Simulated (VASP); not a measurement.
Set up this calculation in VASP 6.6.1, as the native input.

```yaml
Task: single point
Functional: PBEsol
Potentials_or_basis: VASP PAW PBE potentials, release 64 (Sr_sv)
Cutoff: 520 eV
k_mesh: 8 × 8 × 8
Occupations: fermi-dirac, width 0.05 eV
Spin: no spin polarisation
Dipole_correction: no
Further_INCAR_settings: ALGO = Normal; EDIFF = 1e-06; NBANDS = 11
```

The structure of Sr lies in POSCAR:

```
Sr
1.0
    0.0000000000      3.0423500000      3.0423500000
    3.0423500000      0.0000000000      3.0423500000
    3.0423500000      3.0423500000      0.0000000000
Sr
1
Direct
    0.0000000000      0.0000000000      0.0000000000
```

These files were run (other wordings do the same):

INCAR

```
SYSTEM = Sr
ALGO = Normal
EDIFF = 1E-6
ENCUT = 520
GGA = PS
ISIF = 2
ISMEAR = -1
LASPH = .True.
LCHARG = .True.
LELF = .True.
LREAL = .False.
LVHAR = .True.
LWAVE = .False.
NBANDS = 11
NELM = 60
PREC = Accurate
SIGMA = 0.05
```

KPOINTS

```
k-points
0
Gamma
  8 8 8
  0 0 0
```

Potentials or basis: VASP PAW PBE potentials, release 64 (Sr_sv).

Command:

```bash
$ cat potpaw_PBE.64/Sr_sv/POTCAR > POTCAR
$ mpirun -np 1 vasp_std > vasp.out
```

It gave:

```json
{"Pressure": "-0.9 GPa", "Band gap on the k mesh": "zero (band 5 reaches 1.50 eV, above the bottom of band 6 at 1.43 eV)"}
```

Caveat: the PAW data sets were made with another functional, which shifts forces and pressure a little.

Wall time 12 s on 1 thread of AMD EPYC 7R13 Processor (Zen 3) (shared host), peak memory 0.14 GiB.
